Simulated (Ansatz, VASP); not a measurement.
This is a calculation of ZrB2 for Ansatz 0.2.0.

The input input.yaml:

```yaml
crystal:
  lattice:
    - [3.1487241912, 0.0, 0.0]
    - [-1.5743620956, 2.7268751391, 0.0]
    - [0.0, 0.0, 3.5092878761]
  atoms:
    - { symbol: Zr, position: [0.0, 0.0, 0.0] }
    - { symbol: B, position: [0.6666666667, 0.3333333333, 0.5] }
    - { symbol: B, position: [0.3333333333, 0.6666666667, 0.5] }
hamiltonian:
  xc: lda
  pseudopotentials: { kind: paw }
kpoints:
  mp_grid: { grid: [10, 10, 8] }
scf:
  occupations: { method: fermi_dirac, width: 0.05 }
output:
  forces: true
  stress: true
  eigenvalues: true
```

Potentials or basis: Ansatz PAW.

Launch:

```bash
$ ansatz run input.yaml --threads 2 --pin off --max-ram 5632MiB --backend cpu --events-out ev --progress --plain --runs-dir out
```

Problem. Translate it to VASP 6.6.1. Potentials there: VASP PAW LDA potentials, release 64 (Zr_sv, B).

Solution. As run (the cutoff follows the program's own potentials):

The input INCAR:

```
PREC = Accurate ; ENCUT = 520
EDIFF = 1E-6 ; ISMEAR = -1
SIGMA = 0.05 ; LREAL = F
LASPH = T ; NELM = 100
ALGO = Normal ; ISIF = 2
LWAVE = F ; LCHARG = F
NBANDS = 16
```

The input KPOINTS:

```
regular mesh
0
Gamma
  10 10 8
```

File POSCAR:

```
ZrB2
1.0
    3.1487241912      0.0000000000      0.0000000000
   -1.5743620956      2.7268751391      0.0000000000
    0.0000000000      0.0000000000      3.5092878761
Zr B
1 2
Direct
    0.0000000000      0.0000000000      0.0000000000
    0.6666666667      0.3333333333      0.5000000000
    0.3333333333      0.6666666667      0.5000000000
```

Potentials or basis: VASP PAW LDA potentials, release 64 (Zr_sv, B).

Run with:

```console
$ cat potpaw_LDA.64/Zr_sv/POTCAR potpaw_LDA.64/B/POTCAR > POTCAR
$ mpirun -np 1 vasp_std > vasp.out
```

Both were run:

|  | VASP | Ansatz | Ansatz less VASP |
| --- | --- | --- | --- |
| gap on the k mesh at the Fermi level (eV) | none | none | - |
| pressure (GPa) | -3.5 | -4.0 | -0.48 |
| traceless stress, the component that is largest in VASP (GPa) | 0.37 | 0.33 | -0.042 |

LDA's correlation is that of Perdew and Zunger in VASP and of Perdew and Wang (1992) in Ansatz. A gap of «none» marks a metal or a gap that the smearing closes.
